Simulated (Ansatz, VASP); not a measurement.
Ru: VASP beside Ansatz

```xyz
2
Lattice="2.7078 0.0000 0.0000 -1.3539 2.3450 0.0000 0.0000 0.0000 4.2681" Properties=species:S:1:pos:R:3 pbc="T T T"
Ru    0.0000    1.5634    1.0670
Ru    1.3539    0.7817    3.2011
```

Alike in both runs: task relaxation of cell and atoms; functional PBE; k mesh 18 × 18 × 10; occupations gaussian, width 0.1 eV; no spin polarisation.

|  | VASP | Ansatz |
| --- | --- | --- |
| version | VASP 6.6.1 | Ansatz 0.2.0 |
| potentials or method | VASP PAW PBE potentials, release 64 (Ru_pv), cutoff 600 eV | scalar-relativistic, plane waves, PAW |
| valence electrons in the cell | 28 | 32 |

Ansatz gave:

| Property | Result |
| --- | --- |
| gap on the k mesh at the Fermi level, each at its own relaxed structure (eV) | none |
| relaxed volume (Å³/atom) | 13.77 |
| relaxed cell length with the largest relative difference (Å) | 2.720 |

Question: Estimate VASP's values.

Answer: gap on the k mesh at the Fermi level, each at its own relaxed structure (eV): none; relaxed volume (Å³/atom): 13.76; relaxed cell length with the largest relative difference (Å): 2.719.

A gap of «none» marks a metal or a gap that the smearing closes. VASP's potentials hold 28 valence electrons a cell and Ansatz's 32, so a difference there can come from the potentials and not from the codes.
